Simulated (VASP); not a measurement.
# Ir (Pm-3m) in VASP: a series of runs, part 2 of 3

VASP 6.6.1. Earlier steps stand in the parts before.

### 3 Single point, r2SCAN, collinear spin (16.64 Å³/atom)

This run uses another cell than the first one, of 16.64 Å³/atom.

Contents of POSCAR:

```
Ir
1.0
    2.5528321554      0.0000000000      0.0000000000
    0.0000000000      2.5528321554      0.0000000000
    0.0000000000      0.0000000000      2.5528321554
Ir
1
Direct
    0.0000000000      0.0000000000      0.0000000000
```

Contents of INCAR.step1:

```
  ALGO = Normal
  EDIFF = 1E-4
  ENCUT = 520
  GGA = PE
  ISMEAR = -1
  ISPIN = 2
  LASPH = T
  LCHARG = F
  LMAXMIX = 4
  LREAL = F
  LWAVE = T
  MAGMOM = 1
  NBANDS = 14
  NELM = 150
  PREC = Accurate
  SIGMA = 0.05
```

Contents of INCAR.step2:

```
  ALGO = Normal
  EDIFF = 1E-6
  ENCUT = 520
  ISIF = 2
  ISMEAR = -1
  ISPIN = 2
  ISTART = 1
  LASPH = T
  LCHARG = F
  LMAXMIX = 4
  LMIXTAU = T
  LORBIT = 11
  LREAL = F
  LWAVE = F
  MAGMOM = 1
  METAGGA = R2SCAN
  NBANDS = 14
  NELM = 150
  PREC = Accurate
  SIGMA = 0.05
```

Contents of KPOINTS:

```
k-points
0
Gamma
  14 14 14
```

Potentials or basis: VASP PAW PBE potentials, release 64 (Ir).

Command:

```sh
> cat potpaw_PBE.64/Ir/POTCAR > POTCAR
> cp INCAR.step1 INCAR
> mpirun -np 1 vasp_std > vasp.out
> cp INCAR.step2 INCAR
> mpirun -np 1 vasp_std > vasp.out
```

OUTCAR:

```text
EDIFF = 1E-6
   ENCUT = 520
   ISIF = 2
   ISMEAR = -1
   ISPIN = 2
   ISTART = 1
   LASPH = T
   LORBIT = 11
   LREAL = F
   METAGGA = R2SCAN
   NELM = 150
   PREC = Accurate

 ion  position               nearest neighbor table
   1  0.000  0.000  0.000-

  LATTYP: Found a simple cubic cell.
 ALAT       =     2.5528321554

  Lattice vectors:

 A1 = (   2.5528321554,   0.0000000000,   0.0000000000)
 A2 = (   0.0000000000,   2.5528321554,   0.0000000000)
 A3 = (   0.0000000000,   0.0000000000,   2.5528321554)

Analysis of symmetry for initial positions (statically):
=====================================================================
 Subroutine PRICEL returns:
 Original cell was already a primitive cell.

 Routine SETGRP: Setting up the symmetry group for a
 simple cubic supercell.

 Subroutine GETGRP returns: Found 48 space group operations
 (whereof 48 operations were pure point group operations)
 out of a pool of 48 trial point group operations.

The static configuration has the point symmetry O_h .

Analysis of symmetry for dynamics (positions and initial velocities):
=====================================================================
 Subroutine PRICEL returns:
 Original cell was already a primitive cell.

 Routine SETGRP: Setting up the symmetry group for a
 simple cubic supercell.

 Subroutine GETGRP returns: Found 48 space group operations
 (whereof 48 operations were pure point group operations)
 out of a pool of 48 trial point group operations.

The dynamic configuration has the point symmetry O_h .

Analysis of structural, dynamic, and magnetic symmetry:
=====================================================================
 Subroutine PRICEL returns:
 Original cell was already a primitive cell.

 Routine SETGRP: Setting up the symmetry group for a
 simple cubic supercell.

 Subroutine GETGRP returns: Found 48 space group operations
 (whereof 48 operations were pure point group operations)
 out of a pool of 48 trial point group operations.

The overall configuration has the point symmetry O_h .

 Subroutine INISYM returns: Found 48 space group operations
 (whereof 48 operations are pure point group operations),
 and found     1 'primitive' translations

----------------------------------------------------------------------------------------

                                     Primitive cell

  volume of cell :      16.6367

  direct lattice vectors                    reciprocal lattice vectors
     2.552832155  0.000000000  0.000000000     0.391721797  0.000000000  0.000000000
     0.000000000  2.552832155  0.000000000     0.000000000  0.391721797  0.000000000
     0.000000000  0.000000000  2.552832155     0.000000000  0.000000000  0.391721797

  length of vectors
     2.552832155  2.552832155  2.552832155     0.391721797  0.391721797  0.391721797

  position of ions in fractional coordinates (direct lattice)
     0.000000000  0.000000000  0.000000000

  ion indices of the primitive-cell ions
   primitive index   ion index
                 1           1

----------------------------------------------------------------------------------------

 KPOINTS: k-points

Automatic generation of k-mesh.
 Grid dimensions read from file:
 generate k-points for:   14   14   14

[... 66 lines left out ...]
   NSW    =      0    number of steps for IOM
   IBRION =     -1    ionic relax: 0-MD 1-quasi-New 2-CG
   NFREE  =      0    steps in history (QN), initial steepest desc. (CG)
   ISIF   =      2    stress and relaxation
   ISYM   =      2    0-nonsym 1-usesym 2-fastsym
   POTIM  = 0.5000    time-step for ionic-motion
   TEBEG  =    0.0;   TEEND  =   0.0 temperature during run
   PSTRESS=    0.0 pullay stress
   NELECT =       9.0000    total number of electrons
   NUPDOWN=      -1.0000    fix difference up-down
   EMIN   =  10.00;   EMAX   =-10.00  energy-range for DOS
   EFERMI =   0.00;   METHOD = LEGACY
   ISMEAR =    -1;   SIGMA  =   0.05  broadening in eV -4-tet -1-fermi 0-gaus
   EFERMI_NEDOS =   21; number of points for ismear=-14 and -15
   IALGO  =     38    algorithm
   IMIX   =      4    mixing-type and parameters
     AMIX     =   0.40;   BMIX     =  1.00
     AMIX_MAG =   1.60;   BMIX_MAG =  1.00
  volume/ion in A,a.u.               =      16.64       112.27
  Fermi-wavevector in a.u.,A,eV,Ry     =   1.333931  2.520764 24.209829  1.779372
  Thomas-Fermi vector in A             =   2.462752
   LORBIT       =     11    0 simple, 1 ext, 2 COOP (PROOUT), +10 PAW based schemes
   METAGGA = R2SCAN    functional components
   LHFCALC =     F    Hartree Fock is set to
   AEXX    =    0.0000 exact exchange contribution
   IVDW    =     0    specifies the selected vdW correction
   LEPSILON=     F    determine dielectric tensor
   LRPA    =     F    only Hartree local field effects (RPA)
 spin polarized calculation
  energy-cutoff  :      520.00
  volume of cell :       16.64
 maximum number of plane-waves:       468
 NGX is ok and might be reduce to    20
   NGX =  9   NGY =  9   NGZ =  9

 number of electron       9.0000001 magnetization       0.0000126

 number of electron       9.0000001 magnetization      -0.0000059

 Free energy of the ion-electron system (eV)
  ---------------------------------------------------
  ext. energy  EPLUGINS =         0.00000000
  ---------------------------------------------------
  free energy    TOTEN  =       -51.36151053 eV

  energy without entropy =      -51.35236663  energy(sigma->0) =      -51.35693858

 E-fermi :   7.5381     XC(G=0): -13.9041

 val. band max:        7.5049730769   @ k =   0.1429   0.1429   0.0714
 cond. band min:       7.5789843940   @ k =   0.2143   0.0000   0.0000
 fundamental gap:      0.0740113171
 Fermi energy:         7.5380678067

 spin component 1

 k-point     1 :       0.0000    0.0000    0.0000
  band No.  band energies     occupation
      1      -1.9984      1.00000
      2       1.1647      1.00000
      3       1.1647      1.00000
      4       8.8899      0.00000
      5       8.8899      0.00000
      6       8.8899      0.00000
      7      24.0349      0.00000
      8      24.0349      0.00000
      9      24.0349      0.00000
     10      30.6516      0.00000
     11      33.2155      0.00000
     12      33.2155      0.00000
     13      37.7860      0.00000
     14      37.7860      0.00000
[... 379 lines left out ...]
      3       4.2325      1.00000
      4       6.6087      1.00000
      5       7.2992      0.99165
      6       7.9383      0.00033
      7      16.4744      0.00000
      8      22.9716      0.00000
      9      27.1048      0.00000
     10      31.2842      0.00000
     11      31.8438      0.00000
     12      37.4297      0.00000
     13      37.5897      0.00000
     14      38.6909      0.00000

 [... further k-points ...]

 spin component 2

 k-point     1 :       0.0000    0.0000    0.0000
  band No.  band energies     occupation
      1      -1.9984      1.00000
      2       1.1648      1.00000
      3       1.1648      1.00000
      4       8.8899      0.00000
      5       8.8899      0.00000
      6       8.8899      0.00000
      7      24.0349      0.00000
      8      24.0349      0.00000
      9      24.0349      0.00000
     10      30.6516      0.00000
     11      33.2155      0.00000
     12      33.2155      0.00000
     13      37.7860      0.00000
     14      37.7860      0.00000
[... 379 lines left out ...]
      3       4.2325      1.00000
      4       6.6087      1.00000
      5       7.2992      0.99165
      6       7.9383      0.00033
      7      16.4744      0.00000
      8      22.9716      0.00000
      9      27.1048      0.00000
     10      31.2842      0.00000
     11      31.8438      0.00000
     12      37.4297      0.00000
     13      37.5897      0.00000
     14      38.6909      0.00000

 [... further k-points ...]
[... 5 lines left out ...]
  --------------------------------------------------------------------------------------
  -------------------------------------------------------------------------------------
  Total        0.1071659      0.1071659      0.1071659     -0.0000000      0.0000000      0.0000000
  in kB       10.3204931     10.3204931     10.3204931     -0.0000000      0.0000000      0.0000000
  external PRESSURE =      10.3204931 kB  Pullay stress =       0.0000000 kB

 VOLUME and BASIS-vectors are now :
 -----------------------------------------------------------------------------
  energy-cutoff  :      520.00
  volume of cell :       16.64
      direct lattice vectors                 reciprocal lattice vectors
     2.552832155  0.000000000  0.000000000     0.391721797  0.000000000  0.000000000
     0.000000000  2.552832155  0.000000000     0.000000000  0.391721797  0.000000000
     0.000000000  0.000000000  2.552832155     0.000000000  0.000000000  0.391721797

 POSITION                                       TOTAL-FORCE (eV/Angst)
 -----------------------------------------------------------------------------------
      0.00000      0.00000      0.00000         0.000000      0.000000      0.000000
 -----------------------------------------------------------------------------------
    total drift:                               -0.000000      0.000000      0.000000

  FREE ENERGIE OF THE ION-ELECTRON SYSTEM (eV)
  ---------------------------------------------------
  free  energy   TOTEN  =       -51.3615105281 eV

  energy  without entropy=      -51.3523666278  energy(sigma->0) =      -51.35693858

 total charge

# of ion       s       p       d       tot
------------------------------------------
    1        0.744   0.526   7.056   8.326

 magnetization (x)

# of ion       s       p       d       tot
------------------------------------------
    1        0.000   0.000  -0.000  -0.000
```

OUTCAR.step1:

```text
EDIFF = 1E-4
   ENCUT = 520
   GGA = PE
   ISMEAR = -1
   ISPIN = 2
   LASPH = T
[... 1053 lines left out ...]

 POSITION                                       TOTAL-FORCE (eV/Angst)
 -----------------------------------------------------------------------------------
      0.00000      0.00000      0.00000         0.000000      0.000000      0.000000
 -----------------------------------------------------------------------------------
    total drift:                               -0.000000      0.000000      0.000000

  FREE ENERGIE OF THE ION-ELECTRON SYSTEM (eV)
  ---------------------------------------------------
  free  energy   TOTEN  =        -7.8684225106 eV

  energy  without entropy=       -7.8580422376  energy(sigma->0) =       -7.86323237
```

OSZICAR.step1:

```text
N       E                     dE             d eps       ncg     rms          rms(c)
DAV:   1     0.496180929591E+02    0.49618E+02   -0.42793E+03  6744   0.608E+02
DAV:   2    -0.689763129223E+01   -0.56516E+02   -0.52542E+02  7608   0.161E+02
DAV:   3    -0.817082404303E+01   -0.12732E+01   -0.12674E+01  8898   0.259E+01
DAV:   4    -0.818138898386E+01   -0.10565E-01   -0.10563E-01  8464   0.229E+00
DAV:   5    -0.818158739903E+01   -0.19842E-03   -0.19841E-03  9066   0.301E-01    0.119E+01
DAV:   6    -0.791450148923E+01    0.26709E+00   -0.59422E-01  9078   0.707E+00    0.508E+00
DAV:   7    -0.787152825111E+01    0.42973E-01   -0.13916E-01  9616   0.286E+00    0.210E+00
DAV:   8    -0.787045022861E+01    0.10780E-02   -0.33919E-03  8478   0.457E-01    0.106E+00
DAV:   9    -0.786834720135E+01    0.21030E-02   -0.22492E-03  8592   0.506E-01    0.206E-01
DAV:  10    -0.786842251063E+01   -0.75309E-04   -0.20859E-04  8080   0.111E-01
   1 F= -.78684225E+01 E0= -.78632324E+01  d E =-.103803E-01  mag=     0.0004
```

Wall time 64 s (1 thread of Intel Xeon 6975P-C (Granite Rapids), shared host); peak memory 0.16 GiB.

What came out:

| Item | Value |
| --- | --- |
| Free energy | -51.3615 eV |
| Pressure | 1.0 GPa |
| Net moment | 0.00 μB per cell |
| Valence electrons inside the program's atomic spheres | Ir 8.33 |

Levels at points of the mesh, in eV from the Fermi level:
Spin up:
```csv
k point,band 1,band 2,band 3,band 4,band 5,band 6,band 7,band 8,band 9
"(0.00, 0.00, 0.00)",-9.54,-6.37,-6.37,1.35,1.35,1.35,16.50,16.50,16.50
"(0.50, 0.00, 0.00)",-6.51,-5.61,-1.58,-1.58,-0.80,1.64,6.32,17.29,21.37
"(0.50, 0.50, 0.00)",-6.78,-5.01,-1.03,-1.03,3.57,4.82,4.82,12.13,15.13
"(0.50, 0.50, 0.50)",-5.51,-5.51,-5.51,3.77,3.77,10.08,11.39,11.39,11.39
```
Spin down:
| k point | band 2 | band 3 | band 4 | band 5 | band 6 | band 7 |
| --- | --- | --- | --- | --- | --- | --- |
| (0.00, 0.00, 0.00) | -6.37 | -6.37 | 1.35 | 1.35 | 1.35 | 16.50 |
| (0.50, 0.00, 0.00) | -5.61 | -1.58 | -1.58 | -0.80 | 1.64 | 6.32 |
| (0.50, 0.50, 0.00) | -5.01 | -1.03 | -1.03 | 3.57 | 4.82 | 4.82 |
| (0.50, 0.50, 0.50) | -5.51 | -5.51 | 3.77 | 3.77 | 10.08 | 11.39 |

Caveat: the PAW data sets were made with another functional, which shifts forces and pressure a little; spin-orbit coupling is left out, which moves the levels of the heavy elements.

### 4 Single point, r2SCAN, collinear spin (17.30 Å³/atom)

This run uses another cell than the first one, of 17.30 Å³/atom.

Contents of POSCAR:

```
Ir
1.0
    2.5864259046      0.0000000000      0.0000000000
    0.0000000000      2.5864259046      0.0000000000
    0.0000000000      0.0000000000      2.5864259046
Ir
1
Direct
    0.0000000000      0.0000000000      0.0000000000
```

Contents of INCAR.step1:

```
  PREC = Accurate
  ENCUT = 520
  ISMEAR = -1
  SIGMA = 0.05
  LREAL = False
  LASPH = True
  NELM = 150
  ISPIN = 2
  MAGMOM = 1
  LMAXMIX = 4
  NBANDS = 14
  GGA = PE
  ALGO = Normal
  EDIFF = 1E-4
  LWAVE = True
  LCHARG = False
```

Contents of INCAR.step2:

```
  PREC = Accurate
  ENCUT = 520
  EDIFF = 1E-6
  ISMEAR = -1
  SIGMA = 0.05
  LREAL = False
  LASPH = True
  NELM = 150
  ALGO = Normal
  ISIF = 2
  LWAVE = False
  LCHARG = False
  ISPIN = 2
  MAGMOM = 1
  LORBIT = 11
  LMAXMIX = 4
  METAGGA = R2SCAN
  LMIXTAU = True
  NBANDS = 14
  ISTART = 1
```

Contents of KPOINTS:

```
Automatic mesh
0
Gamma
  14 14 14
```

Command:

```sh
> cat potpaw_PBE.64/Ir/POTCAR > POTCAR
> cp INCAR.step1 INCAR
> mpirun -np 1 vasp_std > vasp.out
> cp INCAR.step2 INCAR
> mpirun -np 1 vasp_std > vasp.out
```

Wall time 62 s (1 thread of Intel Xeon 6975P-C (Granite Rapids), shared host); peak memory 0.16 GiB.

It converged, with:

| Item | Value |
| --- | --- |
| Free energy | -51.3449 eV |
| Pressure | -8.7 GPa |
| Net moment | 0.00 μB per cell |
| Valence electrons inside the program's atomic spheres | Ir 8.22 |

Levels at points of the mesh, in eV from the Fermi level:
Spin up:
```
           k point  band 2  band 3  band 4  band 5  band 6  band 7
(0.00, 0.00, 0.00)   -6.03   -6.03    1.26    1.26    1.26   16.22
(0.50, 0.00, 0.00)   -5.31   -1.48   -1.48   -0.65    1.53    5.98
(0.50, 0.50, 0.00)   -4.77   -0.97   -0.97    3.34    4.76    4.76
(0.50, 0.50, 0.50)   -5.18   -5.18    3.53    3.53   10.21   11.02
```
Spin down:
| k point | band 2 | band 3 | band 4 | band 5 | band 6 | band 7 |
| --- | --- | --- | --- | --- | --- | --- |
| (0.00, 0.00, 0.00) | -6.03 | -6.03 | 1.26 | 1.26 | 1.26 | 16.22 |
| (0.50, 0.00, 0.00) | -5.31 | -1.48 | -1.48 | -0.65 | 1.53 | 5.98 |
| (0.50, 0.50, 0.00) | -4.77 | -0.97 | -0.97 | 3.34 | 4.76 | 4.76 |
| (0.50, 0.50, 0.50) | -5.18 | -5.18 | 3.53 | 3.53 | 10.21 | 11.02 |

Caveat: the cell stands under tension; the PAW data sets were made with another functional, which shifts forces and pressure a little; spin-orbit coupling is left out, which moves the levels of the heavy elements.

[end of part 2 of 3]
